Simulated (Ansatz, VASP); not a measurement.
# CO2: VASP beside Ansatz

File POSCAR:

```
CO2
1.0
   -1.9747270000      1.9747270000      3.0140580000
    1.9747270000     -1.9747270000      3.0140580000
    1.9747270000      1.9747270000     -3.0140580000
C O
2 4
Direct
    0.7500000000      0.2500000000      0.5000000000
    0.0000000000      0.0000000000      0.0000000000
    0.7097980000      0.1250000000      0.0847980000
    0.3750000000      0.2902020000      0.4152020000
    0.0402020000      0.6250000000      0.9152020000
    0.8750000000      0.9597980000      0.5847980000
```

File INCAR.step1:

```
SYSTEM = CO2
  ALGO = Normal
  EDIFF = 1E-5
  ENCUT = 660
  GGA = PE
  GGA_COMPAT = .False.
  ISMEAR = 0
  LASPH = .True.
  LCHARG = .False.
  LREAL = .False.
  LWAVE = .True.
  NBANDS = 25
  NELM = 120
  PREC = Accurate
  SIGMA = 0.01
```

The input INCAR.step2:

```
SYSTEM = CO2
  ALGO = Normal
  EDIFF = 1E-6
  ENCUT = 660
  GGA_COMPAT = .False.
  ISIF = 2
  ISMEAR = 0
  ISTART = 1
  IVDW = 13
  LASPH = .True.
  LCHARG = .True.
  LELF = .True.
  LMIXTAU = .True.
  LREAL = .False.
  LVHAR = .True.
  LWAVE = .False.
  METAGGA = R2SCAN
  NBANDS = 25
  NELM = 120
  PREC = Accurate
  SIGMA = 0.01
  VDW_A1 = 0.51559235
  VDW_A2 = 5.77342911
  VDW_S6 = 1.0
  VDW_S8 = 0.6018749
```

The input KPOINTS:

```
k-points
0
Gamma
  7 7 7
  0 0 0
```

Input for Ansatz:

```yaml
crystal:
  lattice:
    a: 3.949454
    b: 3.949454
    c: 6.028116
    alpha: 90.0
    beta: 90.0
    gamma: 90.0
  space_group: 122
  setting:
    hermann_mauguin: I-42d
  atoms:
    - { symbol: C, position: [0.0, 0.5, 0.25] }
    - { symbol: O, position: [0.75, 0.334798, 0.375] }
  reduce_to_primitive: true
basis:
  ecutwfc: 653.073269903712
kpoints:
  mp_grid:
    grid: [7, 7, 7]
hamiltonian:
  xc: r2scan
  dispersion: d4
scf:
  max_iter: 80
  n_extra_bands: 18
  occupations:
    method: fixed
  eigensolver:
    kind: davidson
    full_accuracy: true
output:
  dos:
    de: 0.05
    projected: true
```

Alike in both runs: task single point; functional r2SCAN; dispersion D4; k mesh 7 × 7 × 7; no spin polarisation.

|  | VASP | Ansatz |
| --- | --- | --- |
| version | VASP 6.6.1 | Ansatz 0.2.0 |
| potentials or method | VASP PAW PBE potentials, release 64 (C, O), cutoff 660 eV | plane waves, PAW |
| occupations | gaussian, width 0.01 eV | fixed |
| valence electrons in the cell | 32 | 32 |

```tsv
	VASP	Ansatz	Ansatz less VASP
gap on the k mesh at the Fermi level (eV)	8.43	8.52	+0.098
```

VASP's potentials were made for PBE, not for r2SCAN.
